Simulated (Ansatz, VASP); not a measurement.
**Two plane-wave programs on KCl**

INCAR

```
PREC = Accurate ; ENCUT = 520
EDIFF = 1E-8 ; ISMEAR = -1
SIGMA = 0.03 ; LREAL = False
LASPH = True ; NELM = 100
ALGO = Normal ; ISIF = 2
LWAVE = False ; LCHARG = False
LEFG = True ; NBANDS = 15
```

KPOINTS

```
regular mesh
0
Gamma
  7 7 7
```

File POSCAR:

```
KCl
1.0
    0.0000000000      3.1134447711      3.1134447711
    3.1134447711      0.0000000000      3.1134447711
    3.1134447711      3.1134447711      0.0000000000
K Cl
1 1
Direct
    0.0000000000      0.0000000000      0.0000000000
    0.5000000000      0.5000000000      0.5000000000
```

Input for Ansatz:

```yaml
crystal:
  lattice:
    - [0.0, 3.1134447711, 3.1134447711]
    - [3.1134447711, 0.0, 3.1134447711]
    - [3.1134447711, 3.1134447711, 0.0]
  atoms:
    - { symbol: K, position: [0.0, 0.0, 0.0] }
    - { symbol: Cl, position: [0.5, 0.5, 0.5] }
kpoints:
  mp_grid: { grid: [7, 7, 7] }
scf:
  occupations: { method: fermi_dirac, width: 0.03 }
hamiltonian:
  xc: lda
  pseudopotentials: { kind: paw }
output:
  forces: true
  stress: true
  eigenvalues: true
  efg: { contact_densities: true }
  write_density: true
  write_potential: true
  elf: true
  volumetric_format: npy
```

Change from the starting cell: volume scaled by 0.96, PAW files.

Alike in both runs: task electric field gradients; functional LDA; k mesh 7 × 7 × 7; occupations fermi-dirac, width 0.03 eV; no spin polarisation.

|  | VASP | Ansatz |
| --- | --- | --- |
| version | VASP 6.6.1 | Ansatz 0.2.0 |
| potentials or method | VASP PAW LDA potentials, release 64 (K_sv, Cl) | PAW with Ansatz's default frozen-core files, scalar-relativistic |
| plane-wave cutoff (eV) | 520 | 420 |
| valence electrons in the cell | 16 | 16 |

```csv
,VASP,Ansatz,Ansatz less VASP
gap on the k mesh at the Fermi level (eV),4.85,4.85,-0.005
pressure (GPa),-1.4,-1.5,-0.05
```

LDA's correlation is that of Perdew and Zunger in VASP and of Perdew and Wang (1992) in Ansatz.
